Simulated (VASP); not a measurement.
P, 1 atom in the cell. The structure is cubic, space group Pm-3m (No. 221). Conventional cell: a = 2.395 Å, b = 2.395 Å, c = 2.395 Å, α = 90.00°, β = 90.00°, γ = 90.00°. P (site symmetry m-3m) has 6 P at 2.39 Å within 3.2 Å. 

- Program: VASP 6.6.1
- Task: single point
- Functional: LDA
- Potentials or basis: VASP PAW LDA potentials, release 64 (P)
- Cutoff: 520 eV
- k mesh: 11 × 11 × 11
- Occupations: gaussian, width 0.05 eV
- Spin: no spin polarisation
- Dipole correction: no
- Further INCAR settings: ALGO = Normal; EDIFF = 1e-06; NBANDS = 8

Potentials or basis: VASP PAW LDA potentials, release 64 (P).

Launch:

```bash
$ cat potpaw_LDA.64/P/POTCAR > POTCAR
$ mpirun -np 1 vasp_std > vasp.out
```

Hardware: 1 thread of Intel(R) Xeon(R) 6975P-C (Granite Rapids), on a shared host.

Q: How long does it take, and how much memory?

A: Run time: 2.1 s on 1 thread of Intel(R) Xeon(R) 6975P-C (Granite Rapids), on a shared host, peak memory 0.11 GiB. Counts: scf iterations 9, k points 56.
